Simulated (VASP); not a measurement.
# Se (Fm-3m) in VASP: a series of runs

Runs on Se. Level: LDA. Tasks: single point.

Everything below comes from runs of VASP 6.6.1. Logs are shortened: lines on timing, memory, paths and dates and some standing lists are left out, and cuts for length are marked.

### Step 1. The cell of the first run

The structure is cubic, space group Fm-3m (No. 225). The conventional cell has a = 4.234 Å, b = 4.234 Å, c = 4.234 Å, α = 90.00°, β = 90.00°, γ = 90.00°. Within 3.9 Å of Se (site symmetry m-3m) lie 12 Se at 2.99 Å.

### Step 2. Single point, LDA

Contents of INCAR:

```
PREC = Accurate
ENCUT = 520
EDIFF = 1E-6
ISMEAR = -1
SIGMA = 0.1
LREAL = F
LASPH = T
NELM = 80
ALGO = Normal
ISIF = 2
LWAVE = F
LCHARG = F
GGA = CA
NBANDS = 9
```

Contents of KPOINTS:

```
Automatic mesh
0
Gamma
  21 21 21
```

Contents of POSCAR:

```
Se
1.0
    0.0000000000      2.1170111064      2.1170111064
    2.1170111064      0.0000000000      2.1170111064
    2.1170111064      2.1170111064      0.0000000000
Se
1
Direct
    0.0000000000      0.0000000000      0.0000000000
```

Potentials or basis: VASP PAW LDA potentials, release 64 (Se).

Launch:

```console
cat potpaw_LDA.64/Se/POTCAR > POTCAR
mpirun -np 1 vasp_std > vasp.out
```

OUTCAR:

```text
PREC = Accurate
   ENCUT = 520
   EDIFF = 1E-6
   ISMEAR = -1
   LREAL = F
   LASPH = T
   NELM = 80
   ISIF = 2
   GGA = CA

 ion  position               nearest neighbor table
   1  0.000  0.000  0.000-

  LATTYP: Found a face centered cubic cell.
 ALAT       =     4.2340222128

  Lattice vectors:

 A1 = (   0.0000000000,   2.1170111064,   2.1170111064)
 A2 = (   2.1170111064,   0.0000000000,   2.1170111064)
 A3 = (   2.1170111064,   2.1170111064,   0.0000000000)

Analysis of symmetry for initial positions (statically):
=====================================================================
 Subroutine PRICEL returns:
 Original cell was already a primitive cell.

 Routine SETGRP: Setting up the symmetry group for a
 face centered cubic supercell.

 Subroutine GETGRP returns: Found 48 space group operations
 (whereof 48 operations were pure point group operations)
 out of a pool of 48 trial point group operations.

The static configuration has the point symmetry O_h .

Analysis of symmetry for dynamics (positions and initial velocities):
=====================================================================
 Subroutine PRICEL returns:
 Original cell was already a primitive cell.

 Routine SETGRP: Setting up the symmetry group for a
 face centered cubic supercell.

 Subroutine GETGRP returns: Found 48 space group operations
 (whereof 48 operations were pure point group operations)
 out of a pool of 48 trial point group operations.

The dynamic configuration has the point symmetry O_h .

 Subroutine INISYM returns: Found 48 space group operations
 (whereof 48 operations are pure point group operations),
 and found     1 'primitive' translations

----------------------------------------------------------------------------------------

                                     Primitive cell

  volume of cell :      18.9758

  direct lattice vectors                    reciprocal lattice vectors
     0.000000000  2.117011106  2.117011106    -0.236182039  0.236182039  0.236182039
     2.117011106  0.000000000  2.117011106     0.236182039 -0.236182039  0.236182039
     2.117011106  2.117011106  0.000000000     0.236182039  0.236182039 -0.236182039

  length of vectors
     2.993905818  2.993905818  2.993905818     0.409079292  0.409079292  0.409079292

  position of ions in fractional coordinates (direct lattice)
     0.000000000  0.000000000  0.000000000

  ion indices of the primitive-cell ions
   primitive index   ion index
                 1           1

----------------------------------------------------------------------------------------

 KPOINTS: Automatic mesh

Automatic generation of k-mesh.
 Grid dimensions read from file:
 generate k-points for:   21   21   21

 Generating k-lattice:

  Cartesian coordinates                     Fractional coordinates (reciprocal lattice)
    -0.011246764  0.011246764  0.011246764     0.047619048  0.000000000  0.000000000
     0.011246764 -0.011246764  0.011246764     0.000000000  0.047619048  0.000000000
     0.011246764  0.011246764 -0.011246764     0.000000000  0.000000000  0.047619048

  Length of vectors
     0.019479966  0.019479966  0.019479966

  Shift w.r.t. Gamma in fractional coordinates (k-lattice)
     0.000000000  0.000000000  0.000000000

 Subroutine IBZKPT returns following result:
 ===========================================

 Found    286 irreducible k-points:

 Following reciprocal coordinates:
            Coordinates               Weight
  0.000000  0.000000  0.000000      1.000000
  0.047619  0.000000  0.000000      8.000000
  0.095238  0.000000  0.000000      8.000000
  0.142857  0.000000  0.000000      8.000000
  0.190476  0.000000  0.000000      8.000000
  0.238095  0.000000  0.000000      8.000000
[... 16 lines left out ...]
 -0.428571  0.047619  0.000000     24.000000
 -0.380952  0.047619  0.000000     24.000000
 [... further k-points ...]
   k-points           NKPTS =    286   k-points in BZ     NKDIM =    286   number of bands    NBANDS=      9
   number of dos      NEDOS =    301   number of ions     NIONS =      1
   total plane-waves  NPLWV =  13824
   dimension x,y,z NGX =    24 NGY =   24 NGZ =   24
   dimension x,y,z NGXF=    48 NGYF=   48 NGZF=   48
   ions per type =               1
   NGX,Y,Z   is equivalent  to a cutoff of  13.33, 13.33, 13.33 a.u.
   NGXF,Y,Z  is equivalent  to a cutoff of  26.65, 26.65, 26.65 a.u.
 SYSTEM =  unknown system
   PREC   = accura    normal or accurate (medium, high low for compatibility)
   ISTART =      0    job   : 0-new  1-cont  2-samecut
   ICHARG =      2    charge: 1-file 2-atom 10-const
   ISPIN  =      1    spin polarized calculation?
   LNONCOLLINEAR =      F non collinear calculations
   LSORBIT =      F    spin-orbit coupling
   LASPH  =      T    aspherical Exc in radial PAW
   ENCUT  =  520.0 eV  38.22 Ry    6.18 a.u.   5.57  5.57  5.57*2*pi/ulx,y,z
   NELM   =     80;   NELMIN=  2; NELMDL= -5     # of ELM steps
   EDIFF  = 0.1E-05   stopping-criterion for ELM
   LREAL  =      F    real-space projection
   EDIFFG = 0.1E-04   stopping-criterion for IOM
   NSW    =      0    number of steps for IOM
   IBRION =     -1    ionic relax: 0-MD 1-quasi-New 2-CG
   NFREE  =      0    steps in history (QN), initial steepest desc. (CG)
   ISIF   =      2    stress and relaxation
   ISYM   =      2    0-nonsym 1-usesym 2-fastsym
   POTIM  = 0.5000    time-step for ionic-motion
   TEBEG  =    0.0;   TEEND  =   0.0 temperature during run
   PSTRESS=    0.0 pullay stress
   NELECT =       6.0000    total number of electrons
   NUPDOWN=      -1.0000    fix difference up-down
   EMIN   =  10.00;   EMAX   =-10.00  energy-range for DOS
   EFERMI =   0.00;   METHOD = LEGACY
   ISMEAR =    -1;   SIGMA  =   0.10  broadening in eV -4-tet -1-fermi 0-gaus
   EFERMI_NEDOS =   21; number of points for ismear=-14 and -15
   IALGO  =     38    algorithm
   IMIX   =      4    mixing-type and parameters
     AMIX     =   0.40;   BMIX     =  1.00
     AMIX_MAG =   1.60;   BMIX_MAG =  1.00
  volume/ion in A,a.u.               =      18.98       128.05
  Fermi-wavevector in a.u.,A,eV,Ry     =   1.115301  2.107613 16.924239  1.243896
  Thomas-Fermi vector in A             =   2.251904
   LORBIT       =      0    0 simple, 1 ext, 2 COOP (PROOUT), +10 PAW based schemes
   GGA     = CA    functional components
   LHFCALC =     F    Hartree Fock is set to
   AEXX    =    0.0000 exact exchange contribution
   IVDW    =     0    specifies the selected vdW correction
   LEPSILON=     F    determine dielectric tensor
   LRPA    =     F    only Hartree local field effects (RPA)
 non-spin polarized calculation
  energy-cutoff  :      520.00
  volume of cell :       18.98
 maximum number of plane-waves:       532
   NGX = 11   NGY = 11   NGZ = 11

 number of electron       6.0000001 magnetization

 Free energy of the ion-electron system (eV)
  ---------------------------------------------------
  ext. energy  EPLUGINS =         0.00000000
  ---------------------------------------------------
  free energy    TOTEN  =        -3.59522925 eV

  energy without entropy =       -3.56829072  energy(sigma->0) =       -3.58175999

 E-fermi :   6.3652     XC(G=0): -11.0871

 val. band max:        6.3530379714   @ k =  -0.3810   0.2857   0.0952
 cond. band min:       6.3689022312   @ k =  -0.4762   0.2857   0.0476
 fundamental gap:      0.0158642598
 Fermi energy:         6.3652082262

 k-point     1 :       0.0000    0.0000    0.0000
  band No.  band energies     occupation
      1     -10.3039      2.00000
      2       9.7347      0.00000
      3       9.7347      0.00000
      4       9.7347      0.00000
      5      18.2761      0.00000
      6      18.5557      0.00000
      7      18.5557      0.00000
      8      18.5557      0.00000
      9      21.9907      0.00000

 k-point     2 :       0.0476    0.0000    0.0000
  band No.  band energies     occupation
      1     -10.2551      2.00000
      2       9.3683      0.00000
      3       9.6914      0.00000
      4       9.6914      0.00000
      5      18.2100      0.00000
      6      18.6225      0.00000
      7      18.6527      0.00000
      8      18.6527      0.00000
      9      22.5059      0.00000

 k-point     3 :       0.0952    0.0000    0.0000
  band No.  band energies     occupation
      1     -10.1092      2.00000
      2       8.4166      0.00000
      3       9.5704      0.00000
      4       9.5704      0.00000
      5      17.6346      0.00000
      6      18.9118      0.00000
      7      18.9118      0.00000
      8      19.3606      0.00000
      9      23.3913      0.00000

 k-point     4 :       0.1429    0.0000    0.0000
  band No.  band energies     occupation
      1      -9.8682      2.00000
      2       7.1418      0.00085
      3       9.3938      0.00000
      4       9.3938      0.00000
      5      17.0370      0.00000
      6      19.2194      0.00000
      7      19.2194      0.00000
      8      20.3443      0.00000
      9      22.7616      0.00000
[... 205 lines left out ...]
 k-point    22 :      -0.4762    0.0476    0.0000
  band No.  band energies     occupation
      1      -6.6809      2.00000
      2      -0.8502      2.00000
      3       8.0081      0.00000
      4       8.2809      0.00000
      5      15.3836      0.00000
      6      17.2025      0.00000
      7      17.7494      0.00000
      8      21.2216      0.00000
      9      27.8522      0.00000

 k-point    23 :      -0.4286    0.0476    0.0000
  band No.  band energies     occupation
      1      -6.8923      2.00000
      2      -0.5104      2.00000
      3       7.9688      0.00000
      4       8.3858      0.00000
      5      15.4272      0.00000
      6      17.3492      0.00000
      7      17.7544      0.00000
      8      21.3245      0.00000
      9      27.5144      0.00000

 k-point    24 :      -0.3810    0.0476    0.0000
  band No.  band energies     occupation
      1      -7.3318      2.00000
      2       0.2477      2.00000
      3       7.9831      0.00000
      4       8.5323      0.00000
      5      15.5240      0.00000
      6      17.6243      0.00000
      7      17.8854      0.00000
      8      21.5530      0.00000
      9      26.0431      0.00000

 [... further k-points ...]
[... 5 lines left out ...]
  --------------------------------------------------------------------------------------
  -------------------------------------------------------------------------------------
  Total       -0.0056984     -0.0056984     -0.0056984      0.0000000     -0.0000000     -0.0000000
  in kB       -0.4811343     -0.4811343     -0.4811343      0.0000000     -0.0000000     -0.0000000
  external PRESSURE =      -0.4811343 kB  Pullay stress =       0.0000000 kB

 VOLUME and BASIS-vectors are now :
 -----------------------------------------------------------------------------
  energy-cutoff  :      520.00
  volume of cell :       18.98
      direct lattice vectors                 reciprocal lattice vectors
     0.000000000  2.117011106  2.117011106    -0.236182039  0.236182039  0.236182039
     2.117011106  0.000000000  2.117011106     0.236182039 -0.236182039  0.236182039
     2.117011106  2.117011106  0.000000000     0.236182039  0.236182039 -0.236182039

 POSITION                                       TOTAL-FORCE (eV/Angst)
 -----------------------------------------------------------------------------------
      0.00000      0.00000      0.00000         0.000000      0.000000     -0.000000
 -----------------------------------------------------------------------------------
    total drift:                                0.000000     -0.000000     -0.000000

  FREE ENERGIE OF THE ION-ELECTRON SYSTEM (eV)
  ---------------------------------------------------
  free  energy   TOTEN  =        -3.5952292537 eV

  energy  without entropy=       -3.5682907238  energy(sigma->0) =       -3.58175999
```

Wall time 8.9 s (1 thread of Intel Xeon 6975P-C (Granite Rapids), shared host); peak memory 0.16 GiB.

Results:

* Free energy: -3.5952 eV
* Pressure: 0.0 GPa
* Band gap on the k mesh: zero (band 3 reaches 9.73 eV, above the bottom of band 4 at 3.96 eV)

### Step 3. Single point, LDA, non-collinear spin, zero start, spin-orbit coupling

Contents of INCAR:

```
PREC = Accurate ; ENCUT = 520
EDIFF = 1E-6 ; ISMEAR = -1
SIGMA = 0.1 ; LREAL = F
LASPH = T ; NELM = 150
ALGO = Normal ; ISIF = 2
LWAVE = F ; LCHARG = F
MAGMOM = 0 0 0 ; LORBIT = 11
LSORBIT = T ; GGA_COMPAT = F
LORBMOM = T ; NBANDS = 17
```

Contents of KPOINTS:

```
regular mesh
0
Gamma
  13 13 13
```

POSCAR is that of step 2.

Potentials or basis: VASP PAW LDA potentials, release 64 (Se).

Launch:

```console
cat potpaw_LDA.64/Se/POTCAR > POTCAR
mpirun -np 1 vasp_ncl > vasp.out
```

OUTCAR:

```text
PREC = Accurate
   ENCUT = 520
   EDIFF = 1E-6
   ISMEAR = -1
   LREAL = F
   LASPH = T
   NELM = 150
   ISIF = 2
   LORBIT = 11
   LSORBIT = T

 ion  position               nearest neighbor table
   1  0.000  0.000  0.000-

  LATTYP: Found a face centered cubic cell.
 ALAT       =     4.2340222128

  Lattice vectors:

 A1 = (   0.0000000000,   2.1170111064,   2.1170111064)
 A2 = (   2.1170111064,   0.0000000000,   2.1170111064)
 A3 = (   2.1170111064,   2.1170111064,   0.0000000000)

Analysis of symmetry for initial positions (statically):
=====================================================================
 Subroutine PRICEL returns:
[... 725 lines left out ...]
  1         0.000  -0.000  -0.000
 ----------------------------------------
            0.000  -0.000  -0.000

 Spin-Orbit-Coupling matrix elements

 Ion:    1  E_soc:     -0.0551678
 l=   1
     0.0000000    -0.0091745    -0.0091745
    -0.0091745     0.0000000    -0.0091745
    -0.0091745    -0.0091745     0.0000000
 l=   2
     0.0000000    -0.0000051     0.0000000    -0.0000051    -0.0000150
    -0.0000051     0.0000000    -0.0000112    -0.0000051    -0.0000037
     0.0000000    -0.0000112     0.0000000    -0.0000112     0.0000000
    -0.0000051    -0.0000051    -0.0000112     0.0000000    -0.0000037
    -0.0000150    -0.0000037     0.0000000    -0.0000037     0.0000000
 l=   3
     0.0000000     0.0000000     0.0000000     0.0000000     0.0000000     0.0000000     0.0000000
     0.0000000     0.0000000     0.0000000     0.0000000     0.0000000     0.0000000     0.0000000
     0.0000000     0.0000000     0.0000000     0.0000000     0.0000000     0.0000000     0.0000000
     0.0000000     0.0000000     0.0000000     0.0000000     0.0000000     0.0000000     0.0000000
     0.0000000     0.0000000     0.0000000     0.0000000     0.0000000     0.0000000     0.0000000
     0.0000000     0.0000000     0.0000000     0.0000000     0.0000000     0.0000000     0.0000000
     0.0000000     0.0000000     0.0000000     0.0000000     0.0000000     0.0000000     0.0000000

 total charge

# of ion       s       p       d       tot
------------------------------------------
    1        1.546   2.045   0.061   3.652

 magnetization (x)

# of ion       s       p       d       tot
------------------------------------------
    1        0.000   0.000   0.000   0.000

 magnetization (y)

# of ion       s       p       d       tot
------------------------------------------
    1       -0.000   0.000   0.000   0.000

 magnetization (z)

# of ion       s       p       d       tot
------------------------------------------
    1       -0.000   0.000   0.000   0.000
```

OSZICAR:

```text
N       E                     dE             d eps       ncg     rms          rms(c)
DAV:   1     0.177297975701E+02    0.17730E+02   -0.25498E+03  2856   0.612E+02
DAV:   2    -0.274008598812E+01   -0.20470E+02   -0.19141E+02  4113   0.115E+02
DAV:   3    -0.362310614546E+01   -0.88302E+00   -0.87357E+00  3560   0.206E+01
DAV:   4    -0.362587947510E+01   -0.27733E-02   -0.27730E-02  3543   0.137E+00
DAV:   5    -0.362588484071E+01   -0.53656E-05   -0.53662E-05  3528   0.625E-02    0.368E+00
DAV:   6    -0.362230036280E+01    0.35845E-02   -0.19418E-03  3282   0.285E-01    0.218E+00
DAV:   7    -0.362107156068E+01    0.12288E-02   -0.29133E-03  3283   0.350E-01    0.377E-01
DAV:   8    -0.362106937752E+01    0.21832E-05   -0.79030E-05  3680   0.653E-02    0.533E-02
DAV:   9    -0.362104732355E+01    0.22054E-04   -0.43876E-05  3163   0.419E-02    0.876E-03
DAV:  10    -0.362104746626E+01   -0.14271E-06   -0.12909E-06  3400   0.849E-03
   1 F= -.36210475E+01 E0= -.36072902E+01  d E =-.275145E-01  mag=    -0.0000     0.0000     0.0000
```

Run time: 14 s. Hardware: 1 thread of Intel Xeon 6975P-C (Granite Rapids), shared host; peak memory 0.19 GiB.

Results:

```
Free energy                                           : -3.6210 eV
Pressure                                              : 0.1 GPa
Net moment                                            : 0.00 μB per cell
Valence electrons inside the program's atomic spheres : Se 3.65
```

Moments on the atoms (μB; x, y, z):
```
Se  0.00 0.00 0.00
```
